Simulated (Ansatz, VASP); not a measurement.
**NaF: VASP beside Ansatz**

```
Na F
1.0
     0.00000    2.32000    2.32000
     2.32000    0.00000    2.32000
     2.32000    2.32000    0.00000
Na F
1 1
Direct
  0.00000 0.00000 0.00000
  0.50000 0.50000 0.50000
```

Alike in both runs: task single point; functional LDA; k mesh 6 × 6 × 6; occupations gaussian, width 0.1 eV; no spin polarisation.

|  | VASP | Ansatz |
| --- | --- | --- |
| version | VASP 6.6.1 | Ansatz 0.2.0 |
| potentials or method | VASP PAW LDA potentials, release 64 (Na_pv, F), cutoff 520 eV | scalar-relativistic, plane waves, PAW |
| valence electrons in the cell | 14 | 16 |

```tsv
	VASP	Ansatz	Ansatz less VASP
gap on the k mesh at the Fermi level (eV)	5.93	5.96	+0.022
least direct gap on the mesh (eV)	5.93	5.96	+0.022
pressure (GPa)	-4.6	-4.5	+0.10
```

LDA's correlation is that of Perdew and Zunger in VASP and of Perdew and Wang (1992) in Ansatz. VASP's potentials hold 14 valence electrons a cell and Ansatz's 16, so a difference there can come from the potentials and not from the codes.
